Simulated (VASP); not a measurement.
A run of VASP 6.6.1 is set up as follows.

INCAR

```
PREC = Accurate
ENCUT = 600
EDIFF = 1E-6
ISMEAR = 0
SIGMA = 0.1
LREAL = False
LASPH = True
NELM = 60
ALGO = Normal
ISIF = 3
LWAVE = False
LCHARG = False
GGA = PE
IBRION = 2
NSW = 90
EDIFFG = -0.04
```

Contents of KPOINTS:

```
Automatic mesh
0
Gamma
  6 6 6
```

The input POSCAR:

```
NbTe
1.0
    3.7014677400      0.0000000000      0.0000000000
    0.0000000000      3.7014677400      0.0000000000
    0.0000000000      0.0000000000      3.7014677400
Nb Te
1 1
Direct
    0.5000000000      0.5000000000      0.5000000000
    0.0000000000      0.0000000000      0.0000000000
```

Potentials or basis: VASP PAW PBE potentials, release 64 (Nb_sv, Te).

The run is started by

```console
$ cat potpaw_PBE.64/Nb_sv/POTCAR potpaw_PBE.64/Te/POTCAR > POTCAR
$ mpirun -np 1 vasp_std > vasp.out
```

Problem. What does it give for the space group after relaxing (to 0.05 Å)?

Solution. Pm-3m (No. 221).

Problem. Estimate the relaxed volume.

Solution. 20.15 Å³/atom.

Problem. Estimate the relaxed cell.

Solution. a = 3.428 Å, b = 3.428 Å, c = 3.428 Å, α = 90.00°, β = 90.00°, γ = 90.00°.

The path:
```csv
step,energy change (eV),largest force (eV/Å),pressure (GPa),volume (Å³)
1,0.0000,0.0000,-17.70,50.71
2,0.0958,0.0000,43.15,32.81
3,-0.7304,0.0000,-1.16,40.56
4,-0.7316,0.0000,-0.31,40.29
```

Caveat: the volume moved by over 15 % at a fixed basis, so the end points are rough.
